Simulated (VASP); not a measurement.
# Li (I4_1/amd) in VASP: further runs

The runs below take Li through single point, with PBE.

Program: VASP 6.6.1. These are calculated values, not measurements. Logs are shortened: lines on timing, memory, paths and dates and some standing lists are left out, and cuts for length are marked.

**1. The cell of the first run**

Symmetry: I4_1/amd, No. 141, tetragonal system. Conventional cell: a = 4.177 Å, b = 4.177 Å, c = 2.329 Å, α = 90.00°, β = 90.00°, γ = 90.00°. Li (site symmetry -4m2) has 10 Li at 2.17 to 2.72 Å within 2.9 Å.

**2. Single point, PBE (volume scaled by 0.5)**

Contents of INCAR:

```
SYSTEM = Li
PREC = Accurate
ENCUT = 520
EDIFF = 1E-6
ISMEAR = -1
SIGMA = 0.08
LREAL = .False.
LASPH = .True.
NELM = 60
ALGO = Normal
ISIF = 2
LWAVE = .False.
LCHARG = .False.
GGA = PE
NBANDS = 10
```

Contents of KPOINTS:

```
regular mesh
0
Gamma
  15 15 15
  0 0 0
```

Contents of POSCAR:

```
Li
1.0
   -2.0887067219      2.0887067219      1.1646630626
    2.0887067219     -2.0887067219      1.1646630626
    2.0887067219      2.0887067219     -1.1646630626
Li
2
Direct
   -0.3750000000     -0.1250000000     -0.2500000000
    0.3750000000      0.1250000000      0.2500000000
```

Potentials or basis: VASP PAW PBE potentials, release 64 (Li_sv).

Run with:

```bash
cat potpaw_PBE.64/Li_sv/POTCAR > POTCAR
mpirun -np 1 vasp_std > vasp.out
```

OUTCAR:

```text
SYSTEM = Li
   PREC = Accurate
   ENCUT = 520
   EDIFF = 1E-6
   ISMEAR = -1
   LREAL = .False.
   LASPH = .True.
   NELM = 60
   ISIF = 2
   GGA = PE

 ion  position               nearest neighbor table
   1  0.625  0.875  0.750-   2 2.17   2 2.17   2 2.17   2 2.17
   2  0.375  0.125  0.250-   1 2.17   1 2.17   1 2.17   1 2.17

  LATTYP: Found a body centered tetragonal cell.
 ALAT       =     4.1774134438
 C/A-ratio  =     0.5576000931

  Lattice vectors:

 A1 = (  -2.0887067219,   2.0887067219,   1.1646630626)
 A2 = (   2.0887067219,  -2.0887067219,   1.1646630626)
 A3 = (   2.0887067219,   2.0887067219,  -1.1646630626)

Analysis of symmetry for initial positions (statically):
=====================================================================
 Subroutine PRICEL returns:
 Original cell was already a primitive cell.

 Routine SETGRP: Setting up the symmetry group for a
 body centered tetragonal supercell.

 Subroutine GETGRP returns: Found 16 space group operations
 (whereof  4 operations were pure point group operations)
 out of a pool of 16 trial point group operations.

The static configuration has the point symmetry C_2h.
 The point group associated with its full space group is D_4h.

Analysis of symmetry for dynamics (positions and initial velocities):
=====================================================================
 Subroutine PRICEL returns:
 Original cell was already a primitive cell.

 Routine SETGRP: Setting up the symmetry group for a
 body centered tetragonal supercell.

 Subroutine GETGRP returns: Found 16 space group operations
 (whereof  4 operations were pure point group operations)
 out of a pool of 16 trial point group operations.

The dynamic configuration has the point symmetry C_2h.
 The point group associated with its full space group is D_4h.

 Subroutine INISYM returns: Found 16 space group operations
 (whereof  4 operations are pure point group operations),
 and found     1 'primitive' translations

----------------------------------------------------------------------------------------

                                     Primitive cell

  volume of cell :      20.3243

  direct lattice vectors                    reciprocal lattice vectors
[... 84 lines left out ...]
   LASPH  =      T    aspherical Exc in radial PAW
   ENCUT  =  520.0 eV  38.22 Ry    6.18 a.u.   5.90  5.90  5.90*2*pi/ulx,y,z
   NELM   =     60;   NELMIN=  2; NELMDL= -5     # of ELM steps
   EDIFF  = 0.1E-05   stopping-criterion for ELM
   LREAL  =      F    real-space projection
   EDIFFG = 0.1E-04   stopping-criterion for IOM
   NSW    =      0    number of steps for IOM
   IBRION =     -1    ionic relax: 0-MD 1-quasi-New 2-CG
   NFREE  =      0    steps in history (QN), initial steepest desc. (CG)
   ISIF   =      2    stress and relaxation
   ISYM   =      2    0-nonsym 1-usesym 2-fastsym
   POTIM  = 0.5000    time-step for ionic-motion
   TEBEG  =    0.0;   TEEND  =   0.0 temperature during run
   PSTRESS=    0.0 pullay stress
   NELECT =       6.0000    total number of electrons
   NUPDOWN=      -1.0000    fix difference up-down
   EMIN   =  10.00;   EMAX   =-10.00  energy-range for DOS
   EFERMI =   0.00;   METHOD = LEGACY
   ISMEAR =    -1;   SIGMA  =   0.08  broadening in eV -4-tet -1-fermi 0-gaus
   EFERMI_NEDOS =   21; number of points for ismear=-14 and -15
   IALGO  =     38    algorithm
   IMIX   =      4    mixing-type and parameters
     AMIX     =   0.40;   BMIX     =  1.00
     AMIX_MAG =   1.60;   BMIX_MAG =  1.00
  volume/ion in A,a.u.               =      10.16        68.58
  Fermi-wavevector in a.u.,A,eV,Ry     =   1.090068  2.059929 16.167093  1.188248
  Thomas-Fermi vector in A             =   2.226284
   LORBIT       =      0    0 simple, 1 ext, 2 COOP (PROOUT), +10 PAW based schemes
   GGA     = PE    functional components
   LHFCALC =     F    Hartree Fock is set to
   AEXX    =    0.0000 exact exchange contribution
   IVDW    =     0    specifies the selected vdW correction
   LEPSILON=     F    determine dielectric tensor
   LRPA    =     F    only Hartree local field effects (RPA)
 non-spin polarized calculation
  energy-cutoff  :      520.00
  volume of cell :       20.32
 maximum number of plane-waves:       563
   NGX = 11   NGY = 11   NGZ = 11

 number of electron       5.9999999 magnetization

 Free energy of the ion-electron system (eV)
  ---------------------------------------------------
  ext. energy  EPLUGINS =         0.00000000
  ---------------------------------------------------
  free energy    TOTEN  =        -2.59523928 eV

  energy without entropy =       -2.57596764  energy(sigma->0) =       -2.58560346

 E-fermi :   3.1482     XC(G=0):  -8.9630

 val. band max:        3.1461609394   @ k =  -0.4667   0.3333   0.0667
 cond. band min:       3.1538659838   @ k =  -0.4667   0.3333   0.0000
 fundamental gap:      0.0077050444
 Fermi energy:         3.1481687545

 k-point     1 :       0.0000    0.0000    0.0000
  band No.  band energies     occupation
      1     -42.8281      2.00000
      2     -42.4229      2.00000
      3      -0.8323      2.00000
      4       9.1436      0.00000
      5       9.1436      0.00000
      6      12.3736      0.00000
      7      19.0713      0.00000
      8      23.9937      0.00000
      9      23.9937      0.00000
     10      24.3811      0.00000
[... 287 lines left out ...]
 k-point    24 :       0.2000    0.1333   -0.0000
  band No.  band energies     occupation
      1     -42.6784      2.00000
      2     -42.4134      2.00000
      3       0.9860      2.00000
      4       9.0124      0.00000
      5      11.4248      0.00000
      6      11.9513      0.00000
      7      14.6045      0.00000
      8      16.2523      0.00000
      9      17.9880      0.00000
     10      19.5027      0.00000

 [... further k-points ...]
[... 5 lines left out ...]
  --------------------------------------------------------------------------------------
  -------------------------------------------------------------------------------------
  Total        3.5196693      3.5196693      3.5609301     -0.0000000     -0.0000000      0.0000000
  in kB      277.4579793    277.4579793    280.7105957     -0.0000000     -0.0000000      0.0000000
  external PRESSURE =     278.5421848 kB  Pullay stress =       0.0000000 kB

 VOLUME and BASIS-vectors are now :
 -----------------------------------------------------------------------------
  energy-cutoff  :      520.00
  volume of cell :       20.32
      direct lattice vectors                 reciprocal lattice vectors
    -2.088706722  2.088706722  1.164663063     0.000000000  0.239382578  0.429308713
     2.088706722 -2.088706722  1.164663063     0.239382578  0.000000000  0.429308713
     2.088706722  2.088706722 -1.164663063     0.239382578  0.239382578  0.000000000

 POSITION                                       TOTAL-FORCE (eV/Angst)
 -----------------------------------------------------------------------------------
      2.08871      1.04435      0.87350         0.000000     -0.000000      0.000000
     -0.00000      1.04435      0.29117        -0.000000      0.000000     -0.000000
 -----------------------------------------------------------------------------------
    total drift:                               -0.000000      0.000000      0.000000

  FREE ENERGIE OF THE ION-ELECTRON SYSTEM (eV)
  ---------------------------------------------------
  free  energy   TOTEN  =        -2.5952392822 eV

  energy  without entropy=       -2.5759676351  energy(sigma->0) =       -2.58560346
```

stdout:

```text
POSCAR found type information on POSCAR Li
 POSCAR found :  1 types and       2 ions
 scaLAPACK will be used
 LDA part: xc-table for (Slater+PW92), standard interpolation
 POSCAR, INCAR and KPOINTS ok, starting setup
 FFT: planning ... GRIDC
 FFT: planning ... GRID_SOFT
 FFT: planning ... GRID
 WAVECAR not read
 entering main loop
```

Run time: 15 s. Hardware: 1 thread of Intel Xeon 6975P-C (Granite Rapids), shared host; peak memory 0.16 GiB.

Results:

| Property | Result |
| --- | --- |
| Free energy | -2.5952 eV |
| Band gap on the k mesh | zero (band 3 reaches 5.09 eV, above the bottom of band 4 at 1.69 eV) |

Caveat: the cell differs from its parent crystal (volume scaled by 0.5); the cutoff is under 1.25 times the usual one of these potentials, so pressure, stress and relaxed cells hold a basis-set (Pulay) error.

**3. Single point, PBE**

This run uses another cell than the first one, of 12.19 Å³/atom, 1.200 times its volume.

Contents of INCAR:

```
SYSTEM = Li
PREC = Accurate ; ENCUT = 520
EDIFF = 1E-6 ; ISMEAR = -1
SIGMA = 0.08 ; LREAL = .False.
LASPH = .True. ; NELM = 60
ALGO = Normal ; ISIF = 2
LWAVE = .False. ; LCHARG = .False.
GGA = PE ; NBANDS = 10
```

KPOINTS is that of step 2.

Contents of POSCAR:

```
Li
1.0
   -2.2393692880      2.2393692880      1.2158641163
    2.2393692880     -2.2393692880      1.2158641163
    2.2393692880      2.2393692880     -1.2158641163
Li
2
Direct
   -0.3750000000     -0.1250000000     -0.2500000000
    0.3750000000      0.1250000000      0.2500000000
```

Potentials or basis: VASP PAW PBE potentials, release 64 (Li_sv).

Run with:

```bash
cat potpaw_PBE.64/Li_sv/POTCAR > POTCAR
mpirun -np 1 vasp_std > vasp.out
```

OUTCAR:

```text
SYSTEM = Li
   PREC = Accurate
   ENCUT = 520
   EDIFF = 1E-6
   ISMEAR = -1
   LREAL = .False.
   LASPH = .True.
   NELM = 60
   ISIF = 2
   GGA = PE

 ion  position               nearest neighbor table
   1  0.625  0.875  0.750-   2 2.32   2 2.32   2 2.32   2 2.32
   2  0.375  0.125  0.250-   1 2.32   1 2.32   1 2.32   1 2.32

  LATTYP: Found a body centered tetragonal cell.
 ALAT       =     4.4787385760
 C/A-ratio  =     0.5429493576

  Lattice vectors:

 A1 = (  -2.2393692880,   2.2393692880,   1.2158641163)
 A2 = (   2.2393692880,  -2.2393692880,   1.2158641163)
 A3 = (   2.2393692880,   2.2393692880,  -1.2158641163)

Analysis of symmetry for initial positions (statically):
=====================================================================
 Subroutine PRICEL returns:
 Original cell was already a primitive cell.

 Routine SETGRP: Setting up the symmetry group for a
 body centered tetragonal supercell.

 Subroutine GETGRP returns: Found 16 space group operations
[... 163 lines left out ...]
  free energy    TOTEN  =        -3.13241212 eV

  energy without entropy =       -3.11357730  energy(sigma->0) =       -3.12299471

 E-fermi :   2.3271     XC(G=0):  -8.4079

 val. band max:        2.3251037987   @ k =   0.4000   0.3333   0.0667
 cond. band min:       2.3279976199   @ k =  -0.3333   0.4000   0.0667
 fundamental gap:      0.0028938212
 Fermi energy:         2.3271336191

 k-point     1 :       0.0000    0.0000    0.0000
  band No.  band energies     occupation
      1     -43.7217      2.00000
      2     -43.4976      2.00000
      3      -1.6334      2.00000
      4       7.4416      0.00000
      5       7.4416      0.00000
      6      10.4428      0.00000
      7      15.9387      0.00000
      8      20.4246      0.00000
      9      20.4246      0.00000
     10      21.6319      0.00000
[... 287 lines left out ...]
 k-point    24 :       0.2000    0.1333   -0.0000
  band No.  band energies     occupation
      1     -43.6315      2.00000
      2     -43.4838      2.00000
      3       0.2740      2.00000
      4       7.4915      0.00000
      5       9.7273      0.00000
      6      10.1819      0.00000
      7      12.5667      0.00000
      8      14.0416      0.00000
      9      15.4935      0.00000
     10      16.7619      0.00000

 [... further k-points ...]
[... 5 lines left out ...]
  --------------------------------------------------------------------------------------
  -------------------------------------------------------------------------------------
  Total        2.2897858      2.2897858      2.3544477     -0.0000000      0.0000000      0.0000000
  in kB      150.4211746    150.4211746    154.6689618     -0.0000000      0.0000000      0.0000000
  external PRESSURE =     151.8371037 kB  Pullay stress =       0.0000000 kB

 VOLUME and BASIS-vectors are now :
 -----------------------------------------------------------------------------
  energy-cutoff  :      520.00
  volume of cell :       24.39
      direct lattice vectors                 reciprocal lattice vectors
    -2.239369288  2.239369288  1.215864116     0.000000000  0.223277153  0.411230164
     2.239369288 -2.239369288  1.215864116     0.223277153  0.000000000  0.411230164
     2.239369288  2.239369288 -1.215864116     0.223277153  0.223277153  0.000000000

 POSITION                                       TOTAL-FORCE (eV/Angst)
 -----------------------------------------------------------------------------------
      2.23937      1.11968      0.91190         0.000000     -0.000000      0.000000
      0.00000      1.11968      0.30397        -0.000000      0.000000     -0.000000
 -----------------------------------------------------------------------------------
    total drift:                               -0.000000      0.000000      0.000000

  FREE ENERGIE OF THE ION-ELECTRON SYSTEM (eV)
  ---------------------------------------------------
  free  energy   TOTEN  =        -3.1324121237 eV

  energy  without entropy=       -3.1135772972  energy(sigma->0) =       -3.12299471
```

OSZICAR:

```text
N       E                     dE             d eps       ncg     rms          rms(c)
DAV:   1     0.204176559844E+02    0.20418E+02   -0.31726E+03  5768   0.619E+02
DAV:   2    -0.146273634343E+01   -0.21880E+02   -0.20949E+02  7944   0.115E+02
DAV:   3    -0.305558386933E+01   -0.15928E+01   -0.15752E+01  8034   0.292E+01
DAV:   4    -0.312422318026E+01   -0.68639E-01   -0.68387E-01  8016   0.405E+00
DAV:   5    -0.312466044533E+01   -0.43727E-03   -0.43720E-03  7332   0.323E-01    0.771E-01
DAV:   6    -0.312859138801E+01   -0.39309E-02   -0.29603E-03  8800   0.251E-01    0.509E-01
DAV:   7    -0.313244218067E+01   -0.38508E-02   -0.83089E-03  7140   0.439E-01    0.610E-02
DAV:   8    -0.313241663608E+01    0.25545E-04   -0.23859E-04  7500   0.119E-01    0.142E-02
DAV:   9    -0.313241364581E+01    0.29903E-05   -0.13404E-05  7792   0.307E-02    0.249E-03
DAV:  10    -0.313241259858E+01    0.10472E-05   -0.46955E-07  5204   0.661E-03    0.115E-03
DAV:  11    -0.313241212375E+01    0.47483E-06   -0.80788E-08  3656   0.251E-03
   1 F= -.31324121E+01 E0= -.31229947E+01  d E =-.188348E-01
```

stdout:

```text
POSCAR found type information on POSCAR Li
 POSCAR found :  1 types and       2 ions
 scaLAPACK will be used
 LDA part: xc-table for (Slater+PW92), standard interpolation
 POSCAR, INCAR and KPOINTS ok, starting setup
 FFT: planning ... GRIDC
 FFT: planning ... GRID_SOFT
 FFT: planning ... GRID
 WAVECAR not read
 entering main loop
```

It took 28 s on 1 thread of Intel Xeon 6975P-C (Granite Rapids), shared host; peak memory 0.18 GiB.

Results:

```
Free energy            : -3.1324 eV
Band gap on the k mesh : zero (band 3 reaches 4.14 eV, above the bottom of band 4 at 0.79 eV)
```

Levels at points of the mesh, in eV from the Fermi level:
```csv
k point,band 1,band 2,band 3,band 4,band 5,band 6
"(0.00, 0.00, 0.00)",-46.05,-45.82,-3.96,5.11,5.11,8.12
```

Caveat: the cutoff is under 1.25 times the usual one of these potentials, so pressure, stress and relaxed cells hold a basis-set (Pulay) error.
